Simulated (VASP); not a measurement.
Input of a VASP 6.6.1 run:

File INCAR:

```
PREC     = Accurate       # precision mode
ENCUT    = 520            # plane-wave cutoff, eV
EDIFF    = 1E-6           # SCF threshold, eV
ISMEAR   = 0              # smearing method
SIGMA    = 0.1            # smearing width, eV
LREAL    = False          # projectors in reciprocal space
LASPH    = True           # aspherical terms in the spheres
NELM     = 80             # most SCF steps
ALGO     = Fast           # electronic algorithm
ISIF     = 2              # what is computed and relaxed
LWAVE    = False          # write WAVECAR
LCHARG   = False          # write CHGCAR
GGA      = PE             # functional
NBANDS   = 22             # bands
```

Contents of KPOINTS:

```
regular mesh
0
Gamma
  6 6 4
```

POSCAR

```
TaAl5
1.0
    5.0290940903      0.0000000000      0.0000000000
   -2.5145470451      4.3553232402      0.0000000000
    0.0000000000      0.0000000000      4.5035256266
Ta Al
1 5
Direct
    0.0000000000      0.0000000000      0.0000000000
    0.3319844075      0.0000000000      0.5000000000
    0.6680155925      0.6680155925      0.5000000000
    0.0000000000      0.3319844075      0.5000000000
    0.3333333333      0.6666666667      0.0000000000
    0.6666666667      0.3333333333      0.0000000000
```

Potentials or basis: VASP PAW PBE potentials, release 64 (Ta_pv, Al).

Command:

```console
$ cat potpaw_PBE.64/Ta_pv/POTCAR potpaw_PBE.64/Al/POTCAR > POTCAR
$ mpirun -np 1 vasp_std > vasp.out
```

Problem. Predict the largest force.

Solution. 0.024 eV/Å.

Problem. Estimate the band gap on the k mesh.

Solution. Zero (band 13 reaches 7.72 eV, above the bottom of band 14 at 6.51 eV).

Problem. Estimate the pressure.

Solution. 0.1 GPa.

Forces in eV/Å, atoms in the order of the input:
```
Ta   0.000  0.000  0.000
Al  -0.024  0.000  0.000
Al   0.012  0.021  0.000
Al   0.012 -0.021  0.000
Al   0.000  0.000  0.000
Al   0.000  0.000  0.000
```

Caveat: spin-orbit coupling is left out, which moves the levels of the heavy elements.
